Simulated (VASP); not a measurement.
# C (Im-3m) in VASP: single point with PBE

Aim: the single point of C with PBE.

All numbers are computed with VASP 6.6.1; they aren't measurements. Logs are shortened: lines on timing, memory, paths and dates and some standing lists are left out, and cuts for length are marked.

**1. The cell of the first run**

The structure is cubic, space group Im-3m (No. 229). Conventional cell: a = 2.818 Å, b = 2.818 Å, c = 2.818 Å, α = 90.00°, β = 90.00°, γ = 90.00°. Within 3.2 Å of C (site symmetry m-3m) lie 14 C at 2.44 to 2.82 Å.

**2. Single point, PBE (Sn replaced by C, lengths x 0.728, strained)**

Contents of INCAR:

```
SYSTEM = C
PREC = Accurate
ENCUT = 520
EDIFF = 1E-7
ISMEAR = 0
SIGMA = 0.1
LREAL = .False.
LASPH = .True.
NELM = 60
ALGO = Normal
ISIF = 2
LWAVE = .False.
LCHARG = .False.
GGA = PE
NBANDS = 8
```

Contents of KPOINTS:

```
regular mesh
0
Gamma
  20 20 20
  0 0 0
```

Contents of POSCAR:

```
C
1.0
   -1.4092109454      1.4092109454      1.4092109454
    1.4092109454     -1.4092109454      1.4092109454
    1.4092109454      1.4092109454     -1.4092109454
C
1
Direct
    0.0000000000      0.0000000000      0.0000000000
```

Potentials or basis: VASP PAW PBE potentials, release 64 (C).

On the command line:

```sh
> cat potpaw_PBE.64/C/POTCAR > POTCAR
> mpirun -np 1 vasp_std > vasp.out
```

OUTCAR:

```text
SYSTEM = C
   PREC = Accurate
   ENCUT = 520
   EDIFF = 1E-7
   ISMEAR = 0
   LREAL = .False.
   LASPH = .True.
   NELM = 60
   ISIF = 2
   GGA = PE

 ion  position               nearest neighbor table
   1  0.000  0.000  0.000-

  LATTYP: Found a body centered cubic cell.
 ALAT       =     2.8184218908

  Lattice vectors:

 A1 = (  -1.4092109454,   1.4092109454,   1.4092109454)
 A2 = (   1.4092109454,  -1.4092109454,   1.4092109454)
 A3 = (   1.4092109454,   1.4092109454,  -1.4092109454)

Analysis of symmetry for initial positions (statically):
=====================================================================
 Subroutine PRICEL returns:
 Original cell was already a primitive cell.

 Routine SETGRP: Setting up the symmetry group for a
 body centered cubic supercell.

 Subroutine GETGRP returns: Found 48 space group operations
 (whereof 48 operations were pure point group operations)
 out of a pool of 48 trial point group operations.

The static configuration has the point symmetry O_h .

Analysis of symmetry for dynamics (positions and initial velocities):
=====================================================================
 Subroutine PRICEL returns:
 Original cell was already a primitive cell.

 Routine SETGRP: Setting up the symmetry group for a
 body centered cubic supercell.

 Subroutine GETGRP returns: Found 48 space group operations
 (whereof 48 operations were pure point group operations)
 out of a pool of 48 trial point group operations.

The dynamic configuration has the point symmetry O_h .

 Subroutine INISYM returns: Found 48 space group operations
 (whereof 48 operations are pure point group operations),
 and found     1 'primitive' translations

----------------------------------------------------------------------------------------

                                     Primitive cell

  volume of cell :      11.1941

  direct lattice vectors                    reciprocal lattice vectors
    -1.409210945  1.409210945  1.409210945     0.000000000  0.354808485  0.354808485
     1.409210945 -1.409210945  1.409210945     0.354808485  0.000000000  0.354808485
     1.409210945  1.409210945 -1.409210945     0.354808485  0.354808485  0.000000000

  length of vectors
     2.440824956  2.440824956  2.440824956     0.501774971  0.501774971  0.501774971

  position of ions in fractional coordinates (direct lattice)
     0.000000000  0.000000000  0.000000000

  ion indices of the primitive-cell ions
   primitive index   ion index
                 1           1

----------------------------------------------------------------------------------------

 KPOINTS: regular mesh

Automatic generation of k-mesh.
 Grid dimensions read from file:
 generate k-points for:   20   20   20

 Generating k-lattice:

  Cartesian coordinates                     Fractional coordinates (reciprocal lattice)
     0.000000000  0.017740424  0.017740424     0.050000000  0.000000000  0.000000000
     0.017740424  0.000000000  0.017740424     0.000000000  0.050000000  0.000000000
     0.017740424  0.017740424  0.000000000     0.000000000  0.000000000  0.050000000

  Length of vectors
     0.025088749  0.025088749  0.025088749

  Shift w.r.t. Gamma in fractional coordinates (k-lattice)
     0.000000000  0.000000000  0.000000000

 Subroutine IBZKPT returns following result:
 ===========================================

 Found    256 irreducible k-points:

 Following reciprocal coordinates:
            Coordinates               Weight
  0.000000  0.000000  0.000000      1.000000
  0.050000  0.000000  0.000000     12.000000
  0.100000  0.000000  0.000000     12.000000
  0.150000  0.000000  0.000000     12.000000
  0.200000  0.000000  0.000000     12.000000
  0.250000  0.000000  0.000000     12.000000
[... 16 lines left out ...]
  0.200000  0.100000  0.000000     48.000000
  0.250000  0.100000  0.000000     48.000000
 [... further k-points ...]
   k-points           NKPTS =    256   k-points in BZ     NKDIM =    256   number of bands    NBANDS=      8
   number of dos      NEDOS =    301   number of ions     NIONS =      1
   total plane-waves  NPLWV =   5832
   dimension x,y,z NGX =    18 NGY =   18 NGZ =   18
   dimension x,y,z NGXF=    36 NGYF=   36 NGZF=   36
   ions per type =               1
   NGX,Y,Z   is equivalent  to a cutoff of  12.26, 12.26, 12.26 a.u.
   NGXF,Y,Z  is equivalent  to a cutoff of  24.52, 24.52, 24.52 a.u.
 SYSTEM =  C
   PREC   = accura    normal or accurate (medium, high low for compatibility)
   ISTART =      0    job   : 0-new  1-cont  2-samecut
   ICHARG =      2    charge: 1-file 2-atom 10-const
   ISPIN  =      1    spin polarized calculation?
   LNONCOLLINEAR =      F non collinear calculations
   LSORBIT =      F    spin-orbit coupling
   LASPH  =      T    aspherical Exc in radial PAW
   ENCUT  =  520.0 eV  38.22 Ry    6.18 a.u.   4.54  4.54  4.54*2*pi/ulx,y,z
   NELM   =     60;   NELMIN=  2; NELMDL= -5     # of ELM steps
   EDIFF  = 0.1E-06   stopping-criterion for ELM
   LREAL  =      F    real-space projection
   EDIFFG = 0.1E-05   stopping-criterion for IOM
   NSW    =      0    number of steps for IOM
   IBRION =     -1    ionic relax: 0-MD 1-quasi-New 2-CG
   NFREE  =      0    steps in history (QN), initial steepest desc. (CG)
   ISIF   =      2    stress and relaxation
   ISYM   =      2    0-nonsym 1-usesym 2-fastsym
   POTIM  = 0.5000    time-step for ionic-motion
   TEBEG  =    0.0;   TEEND  =   0.0 temperature during run
   PSTRESS=    0.0 pullay stress
   NELECT =       4.0000    total number of electrons
   NUPDOWN=      -1.0000    fix difference up-down
   EMIN   =  10.00;   EMAX   =-10.00  energy-range for DOS
   EFERMI =   0.00;   METHOD = LEGACY
   ISMEAR =     0;   SIGMA  =   0.10  broadening in eV -4-tet -1-fermi 0-gaus
   EFERMI_NEDOS =   21; number of points for ismear=-14 and -15
   IALGO  =     38    algorithm
   IMIX   =      4    mixing-type and parameters
     AMIX     =   0.40;   BMIX     =  1.00
     AMIX_MAG =   1.60;   BMIX_MAG =  1.00
  volume/ion in A,a.u.               =      11.19        75.54
  Fermi-wavevector in a.u.,A,eV,Ry     =   1.161713  2.195319 18.362109  1.349577
  Thomas-Fermi vector in A             =   2.298282
   LORBIT       =      0    0 simple, 1 ext, 2 COOP (PROOUT), +10 PAW based schemes
   GGA     = PE    functional components
   LHFCALC =     F    Hartree Fock is set to
   AEXX    =    0.0000 exact exchange contribution
   IVDW    =     0    specifies the selected vdW correction
   LEPSILON=     F    determine dielectric tensor
   LRPA    =     F    only Hartree local field effects (RPA)
 non-spin polarized calculation
 Gauss-broadening in eV      SIGMA  =   0.10
  energy-cutoff  :      520.00
  volume of cell :       11.19
 maximum number of plane-waves:       321
   NGX =  9   NGY =  9   NGZ =  9

 number of electron       4.0000000 magnetization

 Free energy of the ion-electron system (eV)
  ---------------------------------------------------
  ext. energy  EPLUGINS =         0.00000000
  ---------------------------------------------------
  free energy    TOTEN  =        -4.19317222 eV

  energy without entropy =       -4.18933988  energy(sigma->0) =       -4.19125605

 E-fermi :   2.6736     XC(G=0): -10.7058

 val. band max:        2.6711799616   @ k =  -0.3000   0.3000   0.1000
 cond. band min:       2.6738211393   @ k =  -0.4000  -0.4500   0.1000
 fundamental gap:      0.0026411777
 Fermi energy:         2.6735629033

 k-point     1 :       0.0000    0.0000    0.0000
  band No.  band energies     occupation
      1     -11.2812      2.00000
      2       7.9405      0.00000
      3       7.9405      0.00000
      4       7.9405      0.00000
      5      23.3562      0.00000
      6      28.9237      0.00000
      7      28.9237      0.00000
      8      28.9237      0.00000

 k-point     2 :       0.0500    0.0000    0.0000
  band No.  band energies     occupation
      1     -11.2048      2.00000
      2       7.7535      0.00000
      3       7.8636      0.00000
      4       7.9270      0.00000
      5      23.4271      0.00000
      6      28.3681      0.00000
      7      28.3832      0.00000
      8      29.1598      0.00000

 k-point     3 :       0.1000    0.0000    0.0000
  band No.  band energies     occupation
      1     -10.9762      2.00000
      2       7.2082      0.00000
      3       7.6465      0.00000
      4       7.8876      0.00000
      5      23.5925      0.00000
      6      26.7825      0.00000
      7      27.2663      0.00000
      8      29.8528      0.00000

 k-point     4 :       0.1500    0.0000    0.0000
  band No.  band energies     occupation
      1     -10.5970      2.00000
      2       6.3475      0.00000
      3       7.3252      0.00000
      4       7.8253      0.00000
      5      23.5682      0.00000
      6      25.3254      0.00000
      7      26.0702      0.00000
      8      30.2298      0.00000

 k-point     5 :       0.2000    0.0000    0.0000
  band No.  band energies     occupation
      1     -10.0706      2.00000
      2       5.2302      0.00000
      3       6.9454      0.00000
      4       7.7447      0.00000
      5      22.6544      0.00000
      6      24.9608      0.00000
      7      25.0430      0.00000
      8      29.9101      0.00000
[... 177 lines left out ...]
 k-point    22 :       0.1500    0.1000    0.0000
  band No.  band energies     occupation
      1      -9.8467      2.00000
      2       5.0000      0.00000
      3       6.7225      0.00000
      4       7.4808      0.00000
      5      22.9811      0.00000
      6      23.8583      0.00000
      7      25.0481      0.00000
      8      29.7693      0.00000

 k-point    23 :       0.2000    0.1000    0.0000
  band No.  band energies     occupation
      1      -9.1820      2.00000
      2       3.8452      0.00000
      3       6.2107      0.00000
      4       7.3536      0.00000
      5      21.8130      0.00000
      6      23.4333      0.00000
      7      25.1413      0.00000
      8      29.9228      0.00000

 k-point    24 :       0.2500    0.1000    0.0000
  band No.  band energies     occupation
      1      -8.3864      2.00000
      2       2.5406      1.93990
      3       5.7395      0.00000
      4       7.2310      0.00000
      5      20.8627      0.00000
      6      22.9618      0.00000
      7      25.4314      0.00000
      8      30.1889      0.00000

 [... further k-points ...]
[... 5 lines left out ...]
  --------------------------------------------------------------------------------------
  -------------------------------------------------------------------------------------
  Total       -2.1831171     -2.1831171     -2.1831171      0.0000000      0.0000000      0.0000000
  in kB     -312.4637263   -312.4637263   -312.4637263      0.0000000      0.0000000      0.0000000
  external PRESSURE =    -312.4637263 kB  Pullay stress =       0.0000000 kB

 VOLUME and BASIS-vectors are now :
 -----------------------------------------------------------------------------
  energy-cutoff  :      520.00
  volume of cell :       11.19
      direct lattice vectors                 reciprocal lattice vectors
    -1.409210945  1.409210945  1.409210945     0.000000000  0.354808485  0.354808485
     1.409210945 -1.409210945  1.409210945     0.354808485  0.000000000  0.354808485
     1.409210945  1.409210945 -1.409210945     0.354808485  0.354808485  0.000000000

 POSITION                                       TOTAL-FORCE (eV/Angst)
 -----------------------------------------------------------------------------------
      0.00000      0.00000      0.00000        -0.000000     -0.000000      0.000000
 -----------------------------------------------------------------------------------
    total drift:                                0.000000     -0.000000     -0.000000

  FREE ENERGIE OF THE ION-ELECTRON SYSTEM (eV)
  ---------------------------------------------------
  free  energy   TOTEN  =        -4.1931722234 eV

  energy  without entropy=       -4.1893398781  energy(sigma->0) =       -4.19125605
```

Run time: 12 s. Hardware: 1 thread of Intel Xeon Platinum 8488C (Sapphire Rapids), shared host; peak memory 0.12 GiB.

What came out:

| Property | Result |
| --- | --- |
| Free energy | -4.1932 eV |
| Pressure | -31.2 GPa |
| Band gap on the k mesh | zero (band 2 reaches 7.94 eV, above the bottom of band 3 at 0.28 eV) |

Caveat: the cell differs from its parent crystal (Sn replaced by C, lengths x 0.728, strained).
